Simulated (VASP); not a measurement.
# Nb16H (a cell with a defect) in VASP: further runs, part 2 of 2

VASP 6.6.1. The steps go on from the part before.

## Step 3: Single point, PBEsol

Input file INCAR:

```
SYSTEM = Nb16H
PREC = Accurate ; ENCUT = 520
EDIFF = 1E-6 ; ISMEAR = -1
SIGMA = 0.15 ; LREAL = Auto
LASPH = .True. ; NELM = 80
ALGO = Normal ; ISIF = 2
LWAVE = .False. ; LCHARG = .False.
GGA = PS ; NBANDS = 118
```

Input file KPOINTS:

```
Automatic mesh
0
Gamma
  3 3 3
  0 0 0
```

Input file POSCAR:

```
Nb16H
1.0
    6.6000000000      0.0000000000      0.0000000000
    0.0000000000      6.6000000000      0.0000000000
    0.0000000000      0.0000000000      6.6000000000
Nb H
16 1
Direct
    0.0089112121      0.0000615152      0.0078298485
    0.5012272727      0.0000603030      0.0011759091
    0.0000880303      0.5000612121      0.0008868182
    0.0006443939      0.0000595455      0.5008950000
    0.2511278788      0.2488877273      0.2525662121
    0.4995578788      0.5000607576     -0.0010181818
    0.4983922727      0.0000593939      0.4991077273
    0.7504395455      0.2503460606      0.2503839394
   -0.0015757576      0.5000590909      0.4993783333
    0.2511251515      0.7512384848      0.2525630303
    0.2495724242      0.2496493939      0.7522792424
    0.4965618182      0.5000584848      0.4973401515
    0.7504362121      0.7497742424      0.2503804545
    0.7479109091      0.2620215152      0.7442101515
    0.2495693939      0.7504704545      0.7522742424
    0.7479075758      0.7380930303      0.7442057576
    0.7765113636      0.0000504545      0.8408851515
```

Potentials or basis: VASP PAW PBE potentials, release 64 (Nb_sv, H).

Command:

```sh
cat potpaw_PBE.64/Nb_sv/POTCAR potpaw_PBE.64/H/POTCAR > POTCAR
mpirun -np 1 vasp_std > vasp.out
```

OUTCAR:

```text
SYSTEM = Nb16H
   PREC = Accurate
   ENCUT = 520
   EDIFF = 1E-6
   ISMEAR = -1
   LREAL = Auto
   LASPH = .True.
   NELM = 80
   ISIF = 2
   GGA = PS

 ion  position               nearest neighbor table
   1  0.009  0.000  0.008-  17 1.89  10 2.80   5 2.80  11 2.84  15 2.84   8 2.86  13 2.86  14 3.00
                            16 3.00
   2  0.501  0.000  0.001-  13 2.85   8 2.85  11 2.86  15 2.86  10 2.86   5 2.86  14 2.92  16 2.92

   3  0.000  0.500  0.001-  14 2.85  16 2.85  15 2.85  11 2.85  13 2.85   8 2.85  10 2.87   5 2.87
[... 1911 lines left out ...]
  Total       -6.1341385     -3.5827623     -5.6754816      0.0005131      0.0005553      0.7282913
  in kB      -34.1847455    -19.9662622    -31.6287109      0.0028594      0.0030947      4.0586713
  external PRESSURE =     -28.5932395 kB  Pullay stress =       0.0000000 kB

 VOLUME and BASIS-vectors are now :
 -----------------------------------------------------------------------------
  energy-cutoff  :      520.00
  volume of cell :      287.50
      direct lattice vectors                 reciprocal lattice vectors
     6.600000000  0.000000000  0.000000000     0.151515152  0.000000000  0.000000000
     0.000000000  6.600000000  0.000000000     0.000000000  0.151515152  0.000000000
     0.000000000  0.000000000  6.600000000     0.000000000  0.000000000  0.151515152

 POSITION                                       TOTAL-FORCE (eV/Angst)
 -----------------------------------------------------------------------------------
      0.05881      0.00041      0.05168         0.020134     -0.000140     -0.034732
      3.30810      0.00040      0.00776         0.018606      0.000107     -0.009134
      0.00058      3.30040      0.00585         0.010740      0.000070     -0.026122
      0.00425      0.00039      3.30591         0.031153      0.000027     -0.033157
      1.65744      1.64266      1.66694         0.013930      0.002658     -0.015062
      3.29708      3.30040      6.59328         0.015748      0.000012     -0.015784
[... 9 lines left out ...]
      4.93619      4.87141      4.91176         0.046726      0.018454     -0.038190
      5.12497      0.00033      5.54984        -0.340984      0.000423      0.339114
 -----------------------------------------------------------------------------------
    total drift:                               -0.005107      0.000533     -0.006059

  FREE ENERGIE OF THE ION-ELECTRON SYSTEM (eV)
  ---------------------------------------------------
  free  energy   TOTEN  =      -179.7662738354 eV

  energy  without entropy=     -178.4233600341  energy(sigma->0) =     -179.09481693
```

OSZICAR:

```text
N       E                     dE             d eps       ncg     rms          rms(c)
DAV:   1     0.312265756866E+04    0.31227E+04   -0.11437E+05  3304   0.188E+03
DAV:   2     0.116366157760E+03   -0.30063E+04   -0.29553E+04  3692   0.826E+02
DAV:   3    -0.156795112661E+03   -0.27316E+03   -0.26401E+03  5232   0.171E+02
DAV:   4    -0.185604588162E+03   -0.28809E+02   -0.27355E+02  5672   0.495E+01
DAV:   5    -0.187838433840E+03   -0.22338E+01   -0.21583E+01  5432   0.138E+01    0.302E+01
DAV:   6    -0.180528922575E+03    0.73095E+01   -0.16583E+01  4672   0.173E+01    0.102E+01
DAV:   7    -0.179736177623E+03    0.79274E+00   -0.70615E+00  4848   0.109E+01    0.427E+00
DAV:   8    -0.179708998339E+03    0.27179E-01   -0.13740E+00  4968   0.536E+00    0.371E+00
DAV:   9    -0.179766409805E+03   -0.57411E-01   -0.34600E-01  5112   0.289E+00    0.868E-01
DAV:  10    -0.179773640107E+03   -0.72303E-02   -0.18942E-01  5320   0.223E+00    0.500E-01
DAV:  11    -0.179765833549E+03    0.78066E-02   -0.48550E-02  4944   0.116E+00    0.127E-01
DAV:  12    -0.179766278137E+03   -0.44459E-03   -0.57749E-03  5560   0.292E-01    0.102E-01
DAV:  13    -0.179766290667E+03   -0.12530E-04   -0.62996E-04  5264   0.132E-01    0.377E-02
DAV:  14    -0.179766281583E+03    0.90835E-05   -0.14847E-04  6072   0.590E-02    0.230E-02
DAV:  15    -0.179766276341E+03    0.52428E-05   -0.33388E-05  5048   0.273E-02    0.139E-02
DAV:  16    -0.179766274274E+03    0.20669E-05   -0.10487E-05  3888   0.173E-02    0.594E-03
DAV:  17    -0.179766273835E+03    0.43827E-06   -0.24519E-06  2264   0.807E-03
   1 F= -.17976627E+03 E0= -.17909482E+03  d E =-.134291E+01
```

stdout:

```text
POSCAR found type information on POSCAR NbH
 POSCAR found :  2 types and      17 ions
 scaLAPACK will be used
 -----------------------------------------------------------------------------
|                                                                             |
|                                                                             |
|     You enforced a specific xc type in the INCAR file but a different       |
|     I HOPE YOU KNOW WHAT YOU ARE DOING!                                     |
|                                                                             |
 -----------------------------------------------------------------------------

 LDA part: xc-table for (Slater+PW92), standard interpolation
 POSCAR, INCAR and KPOINTS ok, starting setup
 FFT: planning ... GRIDC
 FFT: planning ... GRID_SOFT
 FFT: planning ... GRID
 WAVECAR not read
 entering main loop
```

Run time: 18 min. Hardware: 1 thread of Intel Xeon Platinum 8259CL at 2.50GHz (Skylake/Cascade Lake), shared host; peak memory 0.52 GiB.

What came out:

| Quantity | Value |
| --- | --- |
| Free energy | -179.7663 eV |
| Pressure | -2.9 GPa |
| Largest force | 0.481 eV/Å |
| Band gap on the k mesh | zero (an odd number of electrons rules out a gap without spin polarisation) |

Forces in eV/Å, atoms in the order of the input:
```
Nb   0.020  0.000 -0.035
Nb   0.019  0.000 -0.009
Nb   0.011  0.000 -0.026
Nb   0.031  0.000 -0.033
Nb   0.014  0.003 -0.015
Nb   0.016  0.000 -0.016
Nb   0.022  0.000 -0.012
Nb   0.013  0.005 -0.015
Nb   0.018  0.000 -0.031
Nb   0.014 -0.003 -0.015
Nb   0.017 -0.003 -0.013
Nb   0.022  0.000 -0.014
Nb   0.013 -0.005 -0.015
Nb   0.047 -0.019 -0.038
Nb   0.018  0.003 -0.013
Nb   0.047  0.018 -0.038
H   -0.341  0.000  0.339
```

Levels at points of the mesh, in eV from the Fermi level:
| k point | band 102 | band 103 | band 104 | band 105 | band 106 | band 107 |
| --- | --- | --- | --- | --- | --- | --- |
| (0.00, 0.00, 0.00) | 0.78 | 0.82 | 0.83 | 0.85 | 0.88 | 0.88 |

Caveat: the PAW data sets were made with another functional, which shifts forces and pressure a little.
